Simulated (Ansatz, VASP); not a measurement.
**Cd2Ru in VASP and in Ansatz**

The input POSCAR:

```
Cd2Ru
1.0
    3.9333167724      0.0000000000      0.0000000000
   -1.9666583862      3.4063522461      0.0000000000
    0.0000000000      0.0000000000      4.2469367144
Cd Ru
2 1
Direct
    0.3333333333      0.6666666667      0.5000000000
    0.6666666667      0.3333333333      0.5000000000
    0.0000000000      0.0000000000      0.0000000000
```

INCAR.step1

```
SYSTEM = Cd2Ru
PREC = Accurate
ENCUT = 600
ISMEAR = 0
SIGMA = 0.1
LREAL = .False.
LASPH = .True.
NELM = 80
GGA = PE
ALGO = Normal
EDIFF = 1E-4
LWAVE = .True.
LCHARG = .False.
```

Contents of INCAR.step2:

```
SYSTEM = Cd2Ru
PREC = Accurate
ENCUT = 600
EDIFF = 1E-6
ISMEAR = 0
SIGMA = 0.1
LREAL = .False.
LASPH = .True.
NELM = 80
ALGO = Normal
ISIF = 3
LWAVE = .False.
LCHARG = .False.
METAGGA = R2SCAN
LMIXTAU = .True.
IBRION = 2
NSW = 90
EDIFFG = -0.04
ISTART = 1
```

Contents of KPOINTS:

```
regular mesh
0
Gamma
  6 6 4
  0 0 0
```

Input for Ansatz:

```yaml
crystal:
  lattice:
    - [3.9333167724, 0.0, 0.0]
    - [-1.9666583862, 3.4063522461, 0.0]
    - [0.0, 0.0, 4.2469367144]
  atoms:
    - { symbol: Cd, position: [0.3333333333, 0.6666666667, 0.5] }
    - { symbol: Cd, position: [0.6666666667, 0.3333333333, 0.5] }
    - { symbol: Ru, position: [0.0, 0.0, 0.0] }
basis:
  ecutwfc: 500
kpoints:
  mp_grid: { grid: [6, 6, 4] }
hamiltonian:
  xc: r2scan
scf:
  occupations: { method: gaussian, width: 0.1 }
  lower_state_search: "off"
output:
  forces: true
  stress: true
  eigenvalues: true
relax:
  adjacent_minimum: "off"
  f_tol: 0.04
  max_steps: 70
  cell: { stress_tol: 0.4 }
```

Alike in both runs: task relaxation of cell and atoms; functional r2SCAN; k mesh 6 × 6 × 4; occupations gaussian, width 0.1 eV; no spin polarisation.

```csv
,VASP,Ansatz
version,VASP 6.6.1,Ansatz 0.2.0
potentials or method,"VASP PAW PBE potentials, release 64 (Cd, Ru_pv), cutoff 600 eV","scalar-relativistic, plane waves, PAW"
valence electrons in the cell,38,56
```

|  | VASP | Ansatz | Ansatz less VASP |
| --- | --- | --- | --- |
| gap on the k mesh at the Fermi level, each at its own relaxed structure (eV) | none | none | - |
| relaxed volume (Å³/atom) | 17.53 | 17.42 | -0.119 |
| relaxed cell length with the largest relative difference (Å) | 4.682 | 4.670 | -0.0114 |

VASP's potentials were made for PBE, not for r2SCAN. A gap of «none» marks a metal or a gap that the smearing closes. VASP's potentials hold 38 valence electrons a cell and Ansatz's 56, so a difference there can come from the potentials and not from the codes.

The k mesh is coarse, so the values compare programs but aren't converged.
